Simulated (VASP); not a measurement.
# Ag in VASP: a series of runs

Runs on Ag. Level: PBEsol. Tasks: electric field gradients.

All numbers are computed with VASP 6.6.1; they aren't measurements. Logs are shortened: lines on timing, memory, paths and dates and some standing lists are left out, and cuts for length are marked.

**1. The cell of the first run**

It takes space group R-3m (No. 166, trigonal). Conventional cell: a = 2.918 Å, b = 2.918 Å, c = 6.936 Å, α = 90.00°, β = 90.00°, γ = 120.00°. Ag (site symmetry -3m) has 12 Ag at 2.86 to 2.92 Å within 3.8 Å.

**2. Electric field gradients, PBEsol (equal xy, yz and zx shear strains of -2 %)**

Contents of INCAR:

```
PREC = Accurate
ENCUT = 520
EDIFF = 1E-8
ISMEAR = -1
SIGMA = 0.03
LREAL = F
LASPH = T
NELM = 80
ALGO = Normal
ISIF = 2
LWAVE = F
LCHARG = F
GGA = PS
LEFG = T
NBANDS = 12
```

Contents of KPOINTS:

```
Automatic mesh
0
Gamma
  15 15 15
```

Contents of POSCAR:

```
Ag
1.0
   -0.0408620000      2.0226690000      2.0226690000
    2.0226690000     -0.0408620000      2.0226690000
    2.0226690000      2.0226690000     -0.0408620000
Ag
1
Direct
    0.0000000000      0.0000000000      0.0000000000
```

Potentials or basis: VASP PAW PBE potentials, release 64 (Ag).

The run is started by

```console
$ cat potpaw_PBE.64/Ag/POTCAR > POTCAR
$ mpirun -np 1 vasp_std > vasp.out
```

OUTCAR:

```text
PREC = Accurate
   ENCUT = 520
   EDIFF = 1E-8
   ISMEAR = -1
   LREAL = F
   LASPH = T
   NELM = 80
   ISIF = 2
   GGA = PS

 ion  position               nearest neighbor table
   1  0.000  0.000  0.000-

  LATTYP: Found a trigonal (rhomboedric) cell.
 ALAT       =     2.8607777736
 COS(alpha) =     0.4797000918

  Lattice vectors:

 A1 = (  -0.0408620000,   2.0226690000,   2.0226690000)
 A2 = (   2.0226690000,  -0.0408620000,   2.0226690000)
 A3 = (   2.0226690000,   2.0226690000,  -0.0408620000)

Analysis of symmetry for initial positions (statically):
=====================================================================
 Subroutine PRICEL returns:
 Original cell was already a primitive cell.

 Routine SETGRP: Setting up the symmetry group for a
 trigonal (rhombohedral) supercell.

 Subroutine GETGRP returns: Found 12 space group operations
 (whereof 12 operations were pure point group operations)
 out of a pool of 12 trial point group operations.

The static configuration has the point symmetry D_3d.

Analysis of symmetry for dynamics (positions and initial velocities):
=====================================================================
 Subroutine PRICEL returns:
 Original cell was already a primitive cell.

 Routine SETGRP: Setting up the symmetry group for a
 trigonal (rhombohedral) supercell.

 Subroutine GETGRP returns: Found 12 space group operations
 (whereof 12 operations were pure point group operations)
 out of a pool of 12 trial point group operations.

The dynamic configuration has the point symmetry D_3d.

 Subroutine INISYM returns: Found 12 space group operations
 (whereof 12 operations are pure point group operations),
 and found     1 'primitive' translations

----------------------------------------------------------------------------------------

                                     Primitive cell

  volume of cell :      17.0517

  direct lattice vectors                    reciprocal lattice vectors
    -0.040862000  2.022669000  2.022669000    -0.239830639  0.244775601  0.244775601
     2.022669000 -0.040862000  2.022669000     0.244775601 -0.239830639  0.244775601
     2.022669000  2.022669000 -0.040862000     0.244775601  0.244775601 -0.239830639

  length of vectors
     2.860777774  2.860777774  2.860777774     0.421128158  0.421128158  0.421128158

  position of ions in fractional coordinates (direct lattice)
     0.000000000  0.000000000  0.000000000

  ion indices of the primitive-cell ions
   primitive index   ion index
                 1           1

----------------------------------------------------------------------------------------

 KPOINTS: Automatic mesh

Automatic generation of k-mesh.
 Grid dimensions read from file:
 generate k-points for:   15   15   15

 Generating k-lattice:

  Cartesian coordinates                     Fractional coordinates (reciprocal lattice)
    -0.015988709  0.016318373  0.016318373     0.066666667 -0.000000000 -0.000000000
     0.016318373 -0.015988709  0.016318373    -0.000000000  0.066666667 -0.000000000
     0.016318373  0.016318373 -0.015988709    -0.000000000 -0.000000000  0.066666667

  Length of vectors
     0.028075211  0.028075211  0.028075211

  Shift w.r.t. Gamma in fractional coordinates (k-lattice)
     0.000000000  0.000000000  0.000000000

 Subroutine IBZKPT returns following result:
 ===========================================

 Found    344 irreducible k-points:

 Following reciprocal coordinates:
            Coordinates               Weight
  0.000000  0.000000  0.000000      1.000000
  0.066667 -0.000000 -0.000000      6.000000
  0.133333  0.000000  0.000000      6.000000
  0.200000  0.000000 -0.000000      6.000000
  0.266667  0.000000  0.000000      6.000000
  0.333333  0.000000 -0.000000      6.000000
[... 16 lines left out ...]
  0.133333  0.133333  0.000000      6.000000
  0.200000  0.133333 -0.000000     12.000000
 [... further k-points ...]
   k-points           NKPTS =    344   k-points in BZ     NKDIM =    344   number of bands    NBANDS=     12
   number of dos      NEDOS =    301   number of ions     NIONS =      1
   total plane-waves  NPLWV =  13824
   dimension x,y,z NGX =    24 NGY =   24 NGZ =   24
   dimension x,y,z NGXF=    48 NGYF=   48 NGZF=   48
   ions per type =               1
   NGX,Y,Z   is equivalent  to a cutoff of  13.95, 13.95, 13.95 a.u.
   NGXF,Y,Z  is equivalent  to a cutoff of  27.89, 27.89, 27.89 a.u.
 SYSTEM =  unknown system
   PREC   = accura    normal or accurate (medium, high low for compatibility)
   ISTART =      0    job   : 0-new  1-cont  2-samecut
   ICHARG =      2    charge: 1-file 2-atom 10-const
   ISPIN  =      1    spin polarized calculation?
   LNONCOLLINEAR =      F non collinear calculations
   LSORBIT =      F    spin-orbit coupling
   LASPH  =      T    aspherical Exc in radial PAW
   ENCUT  =  520.0 eV  38.22 Ry    6.18 a.u.   5.32  5.32  5.32*2*pi/ulx,y,z
   NELM   =     80;   NELMIN=  2; NELMDL= -5     # of ELM steps
   EDIFF  = 0.1E-07   stopping-criterion for ELM
   LREAL  =      F    real-space projection
   EDIFFG = 0.1E-06   stopping-criterion for IOM
   NSW    =      0    number of steps for IOM
   IBRION =     -1    ionic relax: 0-MD 1-quasi-New 2-CG
   NFREE  =      0    steps in history (QN), initial steepest desc. (CG)
   ISIF   =      2    stress and relaxation
   ISYM   =      2    0-nonsym 1-usesym 2-fastsym
   POTIM  = 0.5000    time-step for ionic-motion
   TEBEG  =    0.0;   TEEND  =   0.0 temperature during run
   PSTRESS=    0.0 pullay stress
   NELECT =      11.0000    total number of electrons
   NUPDOWN=      -1.0000    fix difference up-down
   EMIN   =  10.00;   EMAX   =-10.00  energy-range for DOS
   EFERMI =   0.00;   METHOD = LEGACY
   ISMEAR =    -1;   SIGMA  =   0.03  broadening in eV -4-tet -1-fermi 0-gaus
   EFERMI_NEDOS =   21; number of points for ismear=-14 and -15
   IALGO  =     38    algorithm
   IMIX   =      4    mixing-type and parameters
     AMIX     =   0.40;   BMIX     =  1.00
     AMIX_MAG =   1.60;   BMIX_MAG =  1.00
  volume/ion in A,a.u.               =      17.05       115.07
  Fermi-wavevector in a.u.,A,eV,Ry     =   1.414544  2.673101 27.224374  2.000935
  Thomas-Fermi vector in A             =   2.536075
   LORBIT       =      0    0 simple, 1 ext, 2 COOP (PROOUT), +10 PAW based schemes
   GGA     = PS    functional components
   LHFCALC =     F    Hartree Fock is set to
   AEXX    =    0.0000 exact exchange contribution
   IVDW    =     0    specifies the selected vdW correction
   LEPSILON=     F    determine dielectric tensor
   LRPA    =     F    only Hartree local field effects (RPA)
 non-spin polarized calculation
  energy-cutoff  :      520.00
  volume of cell :       17.05
 maximum number of plane-waves:       483
 NGX is ok and might be reduce to    24
   NGX = 11   NGY = 11   NGZ = 11

 number of electron      10.9999999 magnetization

 Free energy of the ion-electron system (eV)
  ---------------------------------------------------
  ext. energy  EPLUGINS =         0.00000000
  ---------------------------------------------------
  free energy    TOTEN  =        -3.30104682 eV

  energy without entropy =       -3.30000043  energy(sigma->0) =       -3.30052362

 E-fermi :   8.3267     XC(G=0): -12.4114

 val. band max:        8.3150850781   @ k =   0.4667   0.4000   0.0667
 cond. band min:       8.3386261327   @ k =  -0.2667  -0.2667   0.2000
 fundamental gap:      0.0235410547
 Fermi energy:         8.3267047408

 k-point     1 :       0.0000    0.0000    0.0000
  band No.  band energies     occupation
      1       0.4003      2.00000
      2       3.3830      2.00000
      3       3.3830      2.00000
      4       3.5882      2.00000
      5       4.5118      2.00000
      6       4.5118      2.00000
      7      24.1790      0.00000
      8      27.4508      0.00000
      9      27.4508      0.00000
     10      28.5209      0.00000
     11      32.5322      0.00000
     12      33.4274      0.00000

 k-point     2 :       0.0667   -0.0000   -0.0000
  band No.  band energies     occupation
      1       0.5367      2.00000
      2       3.3632      2.00000
      3       3.4142      2.00000
      4       3.6180      2.00000
      5       4.4992      2.00000
      6       4.4996      2.00000
      7      24.1691      0.00000
      8      26.4306      0.00000
      9      27.5223      0.00000
     10      28.5031      0.00000
     11      32.5194      0.00000
     12      33.2437      0.00000

 k-point     3 :       0.1333    0.0000    0.0000
  band No.  band energies     occupation
      1       0.9231      2.00000
      2       3.3176      2.00000
      3       3.4872      2.00000
      4       3.7025      2.00000
      5       4.4840      2.00000
      6       4.4852      2.00000
      7      23.3178      0.00000
      8      25.2235      0.00000
      9      27.6856      0.00000
     10      28.5765      0.00000
     11      31.4969      0.00000
     12      32.6516      0.00000
[... 286 lines left out ...]
 k-point    23 :       0.1333    0.1333    0.0000
  band No.  band energies     occupation
      1       1.1133      2.00000
      2       3.1669      2.00000
      3       3.6596      2.00000
      4       3.7853      2.00000
      5       4.2600      2.00000
      6       4.6305      2.00000
      7      24.4033      0.00000
      8      25.6668      0.00000
      9      25.7704      0.00000
     10      26.5967      0.00000
     11      32.0265      0.00000
     12      33.2337      0.00000

 k-point    24 :       0.2000    0.1333   -0.0000
  band No.  band energies     occupation
      1       1.5356      2.00000
      2       3.0536      2.00000
      3       3.7469      2.00000
      4       3.9221      2.00000
      5       4.2514      2.00000
      6       4.7013      2.00000
      7      23.0191      0.00000
      8      24.8642      0.00000
      9      25.7807      0.00000
     10      26.5593      0.00000
     11      30.3495      0.00000
     12      33.3029      0.00000

 [... further k-points ...]

------------------------ aborting loop because EDIFF is reached ----------------------------------------

  FORCE on cell =-STRESS in cart. coord.  units (eV):
  Direction    XX          YY          ZZ          XY          YZ          ZX
  --------------------------------------------------------------------------------------
  -------------------------------------------------------------------------------------
  Total       -0.2923747     -0.2923747     -0.2923747      0.0577697      0.0577697      0.0577697
  in kB      -27.4715162    -27.4715162    -27.4715162      5.4280389      5.4280389      5.4280389
  external PRESSURE =     -27.4715162 kB  Pullay stress =       0.0000000 kB

 VOLUME and BASIS-vectors are now :
 -----------------------------------------------------------------------------
  energy-cutoff  :      520.00
  volume of cell :       17.05
      direct lattice vectors                 reciprocal lattice vectors
    -0.040862000  2.022669000  2.022669000    -0.239830639  0.244775601  0.244775601
     2.022669000 -0.040862000  2.022669000     0.244775601 -0.239830639  0.244775601
     2.022669000  2.022669000 -0.040862000     0.244775601  0.244775601 -0.239830639

 POSITION                                       TOTAL-FORCE (eV/Angst)
 -----------------------------------------------------------------------------------
      0.00000      0.00000      0.00000         0.000000     -0.000000     -0.000000
 -----------------------------------------------------------------------------------
    total drift:                               -0.000000      0.000000      0.000000

  FREE ENERGIE OF THE ION-ELECTRON SYSTEM (eV)
  ---------------------------------------------------
  free  energy   TOTEN  =        -3.3010468159 eV

  energy  without entropy=       -3.3000004313  energy(sigma->0) =       -3.30052362

 Electric field gradients (V/A^2)
---------------------------------------------------------------------
 ion       V_xx      V_yy      V_zz      V_xy      V_xz      V_yz
---------------------------------------------------------------------
   1       0.000    -0.000    -0.000    -0.731    -0.731    -0.731
---------------------------------------------------------------------

 Electric field gradients after diagonalization (V/A^2)
 (convention: |V_zz| > |V_xx| > |V_yy|)
----------------------------------------------------------------------
 ion       V_xx      V_yy      V_zz     asymmetry (V_yy - V_xx)/ V_zz
----------------------------------------------------------------------
   1       0.731     0.731    -1.463       0.000
----------------------------------------------------------------------

           NMR quadrupolar parameters

 Cq : quadrupolar parameter    Cq=e*Q*V_zz/h
 eta: asymmetry parameters     (V_yy - V_xx)/ V_zz
 Q  : nuclear electric quadrupole moment in mb (millibarn)
----------------------------------------------------------------------
 ion       Cq(MHz)       eta       Q (mb)
----------------------------------------------------------------------
   1      -0.004       0.000       1.000
----------------------------------------------------------------------
```

It took 22 s on 1 thread of Intel Xeon 6975P-C (Granite Rapids), shared host; peak memory 0.18 GiB.

What came out:

```yaml
Free_energy: -3.3010 eV
Pressure: -2.7 GPa
```

Stress tensor (GPa, compression positive):
```
-2.75  0.54  0.54
 0.54 -2.75  0.54
 0.54  0.54 -2.75
```

Levels at points of the mesh, in eV from the Fermi level:
| k point | band 3 | band 4 | band 5 | band 6 | band 7 | band 8 | band 9 | band 10 |
| --- | --- | --- | --- | --- | --- | --- | --- | --- |
| (0.00, 0.00, 0.00) | -4.94 | -4.74 | -3.81 | -3.81 | 15.85 | 19.12 | 19.12 | 20.19 |

Electric field gradients, principal values (V/Å²):
```tsv
atom	least	middle	greatest (by size)
1 Ag	0.731	0.731	-1.463
```

Caveat: the cell differs from its parent crystal (equal xy, yz and zx shear strains of -2 %); without QUAD_EFG the Cq values of the log hold for a quadrupole moment of 1 mb, not for the nuclei; the PAW data sets were made with another functional, which shifts forces and pressure a little.

**3. Electric field gradients, PBEsol (equal xx and yy strain of -1 %)**

Contents of INCAR:

```
SYSTEM = Ag
PREC = Accurate
ENCUT = 520
EDIFF = 1E-8
ISMEAR = -1
SIGMA = 0.03
LREAL = .False.
LASPH = .True.
NELM = 100
ALGO = Normal
ISIF = 2
LWAVE = .False.
LCHARG = .False.
GGA = PS
LEFG = .True.
NBANDS = 12
```

Contents of KPOINTS:

```
regular mesh
0
Gamma
  15 15 15
  0 0 0
```

Contents of POSCAR:

```
Ag
1.0
    0.0000000000      2.0226690000      2.0431000000
    2.0226690000      0.0000000000      2.0431000000
    2.0226690000      2.0226690000      0.0000000000
Ag
1
Direct
    0.0000000000      0.0000000000      0.0000000000
```

Potentials or basis: VASP PAW PBE potentials, release 64 (Ag).

The run is started by

```console
$ cat potpaw_PBE.64/Ag/POTCAR > POTCAR
$ mpirun -np 1 vasp_std > vasp.out
```

OUTCAR:

```text
SYSTEM = Ag
   PREC = Accurate
   ENCUT = 520
   EDIFF = 1E-8
   ISMEAR = -1
   LREAL = .False.
   LASPH = .True.
   NELM = 100
   ISIF = 2
   GGA = PS

 ion  position               nearest neighbor table
   1  0.000  0.000  0.000-

  LATTYP: Found a body centered tetragonal cell.
 ALAT       =     2.8604859320
 C/A-ratio  =     1.4284985479

  Lattice vectors:

 A1 = (  -2.0226690000,   0.0000000000,   2.0431000000)
 A2 = (   2.0226690000,   0.0000000000,   2.0431000000)
 A3 = (   0.0000000000,   2.0226690000,  -2.0431000000)

Analysis of symmetry for initial positions (statically):
[... 564 lines left out ...]

  FREE ENERGIE OF THE ION-ELECTRON SYSTEM (eV)
  ---------------------------------------------------
  free  energy   TOTEN  =        -3.3061055433 eV

  energy  without entropy=       -3.3047025448  energy(sigma->0) =       -3.30540404

 Electric field gradients (V/A^2)
---------------------------------------------------------------------
 ion       V_xx      V_yy      V_zz      V_xy      V_xz      V_yz
---------------------------------------------------------------------
   1       0.127     0.127    -0.253     0.001     0.000     0.000
---------------------------------------------------------------------

 Electric field gradients after diagonalization (V/A^2)
 (convention: |V_zz| > |V_xx| > |V_yy|)
----------------------------------------------------------------------
 ion       V_xx      V_yy      V_zz     asymmetry (V_yy - V_xx)/ V_zz
----------------------------------------------------------------------
   1       0.127     0.126    -0.253       0.006
----------------------------------------------------------------------

           NMR quadrupolar parameters

 Cq : quadrupolar parameter    Cq=e*Q*V_zz/h
 eta: asymmetry parameters     (V_yy - V_xx)/ V_zz
 Q  : nuclear electric quadrupole moment in mb (millibarn)
----------------------------------------------------------------------
 ion       Cq(MHz)       eta       Q (mb)
----------------------------------------------------------------------
   1      -0.001       0.006       1.000
----------------------------------------------------------------------
```

OSZICAR:

```text
N       E                     dE             d eps       ncg     rms          rms(c)
DAV:   1     0.513296265872E+02    0.51330E+02   -0.55451E+03  6968   0.834E+02
DAV:   2    -0.283416535502E+01   -0.54164E+02   -0.51341E+02  7976   0.194E+02
DAV:   3    -0.366558934552E+01   -0.83142E+00   -0.83100E+00  8204   0.253E+01
DAV:   4    -0.366793154503E+01   -0.23422E-02   -0.23421E-02  7984   0.142E+00
DAV:   5    -0.366794858585E+01   -0.17041E-04   -0.17040E-04  8268   0.109E-01    0.584E+00
DAV:   6    -0.332098224853E+01    0.34697E+00   -0.13889E+00  7540   0.105E+01    0.347E+00
DAV:   7    -0.331033374021E+01    0.10649E-01   -0.11708E-02  8044   0.101E+00    0.197E+00
DAV:   8    -0.330609640593E+01    0.42373E-02   -0.75810E-04  8032   0.190E-01    0.105E-01
DAV:   9    -0.330610394808E+01   -0.75422E-05   -0.96797E-06  7976   0.225E-02    0.202E-02
DAV:  10    -0.330610579262E+01   -0.18445E-05   -0.23297E-06  8168   0.123E-02    0.452E-03
DAV:  11    -0.330610557039E+01    0.22223E-06   -0.79918E-08  8072   0.228E-03    0.631E-04
DAV:  12    -0.330610553971E+01    0.30674E-07   -0.17261E-09  4924   0.390E-04    0.899E-05
DAV:  13    -0.330610554334E+01   -0.36280E-08   -0.53260E-11  4200   0.713E-05
   1 F= -.33061055E+01 E0= -.33054040E+01  d E =-.140300E-02
```

Wall time 36 s (1 thread of Intel Xeon Platinum 8375C at 2.90GHz (Ice Lake), shared host); peak memory 0.18 GiB.

Results:

| Quantity | Value |
| --- | --- |
| Free energy | -3.3061 eV |
| Pressure | -0.8 GPa |

Levels at points of the mesh, in eV from the Fermi level:
```
           k point  band 4  band 5  band 6  band 7  band 8  band 9
(0.00, 0.00, 0.00)   -4.97   -3.94   -3.87   15.89   19.48   19.62
```

Caveat: the cell differs from its parent crystal (equal xx and yy strain of -1 %); without QUAD_EFG the Cq values of the log hold for a quadrupole moment of 1 mb, not for the nuclei; the PAW data sets were made with another functional, which shifts forces and pressure a little.

(Part 1 of 2 ends here.)
